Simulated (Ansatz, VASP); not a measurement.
# Two plane-wave programs on BN

Contents of POSCAR:

```
BN
1.0
    0.0000000000      1.8130010000      1.8130010000
    1.8130010000      0.0000000000      1.8130010000
    1.8130010000      1.8130010000      0.0000000000
B N
1 1
Direct
    0.0000000000      0.0000000000      0.0000000000
    0.7141743687      0.7619418771      0.7619418771
```

Contents of INCAR.step1:

```
  ALGO = Normal
  EDIFF = 1E-4
  ENCUT = 520
  GGA = PE
  ISMEAR = 0
  LASPH = T
  LCHARG = F
  LREAL = F
  LWAVE = T
  NBANDS = 11
  NELM = 80
  PREC = Accurate
  SIGMA = 0.05
```

INCAR.step2

```
  ALGO = Normal
  EDIFF = 1E-7
  ENCUT = 520
  ISIF = 2
  ISMEAR = 0
  ISTART = 1
  LASPH = T
  LCHARG = T
  LELF = T
  LMIXTAU = T
  LREAL = F
  LVHAR = T
  LWAVE = F
  METAGGA = R2SCAN
  NBANDS = 11
  NELM = 80
  PREC = Accurate
  SIGMA = 0.05
```

File KPOINTS:

```
k-points
0
Gamma
  12 12 12
```

Input for Ansatz:

```yaml
crystal:
  lattice:
    - [0.0, 1.813001, 1.813001]
    - [1.813001, 0.0, 1.813001]
    - [1.813001, 1.813001, 0.0]
  atoms:
    - { symbol: B, position: [0.0, 0.0, 0.0] }
    - { symbol: "N", position: [0.7141743687, 0.7619418771, 0.7619418771] }
basis:
  ecutwfc: 500
kpoints:
  mp_grid: { grid: [12, 12, 12] }
hamiltonian:
  xc: r2scan
scf:
  occupations: { method: gaussian, width: 0.05 }
output:
  forces: true
  stress: true
  eigenvalues: true
```

Change from the starting cell: all N atoms moved +0.075 Å, as atom 2 towards its neighbour atom 1 (B) at 1.570 Å.

Alike in both runs: task single point; functional r2SCAN; k mesh 12 × 12 × 12; occupations gaussian, width 0.05 eV; no spin polarisation.

|  | VASP | Ansatz |
| --- | --- | --- |
| version | VASP 6.6.1 | Ansatz 0.2.0 |
| potentials or method | VASP PAW PBE potentials, release 64 (B, N), cutoff 520 eV | scalar-relativistic, plane waves, PAW |
| valence electrons in the cell | 8 | 8 |

```tsv
	VASP	Ansatz	Ansatz less VASP
gap on the k mesh at the Fermi level (eV)	4.53	4.54	+0.018
least direct gap on the mesh (eV)	8.79	8.82	+0.026
pressure (GPa)	-2.3	-3.3	-1.02
traceless stress, the component that is largest in VASP (GPa)	-1.46	-1.34	+0.121
rms of the force components (eV/Å)	1.203	1.202	-0.0008
```

VASP's potentials were made for PBE, not for r2SCAN. Atom by atom the forces differ by 0.001 eV/Å (rms over components).
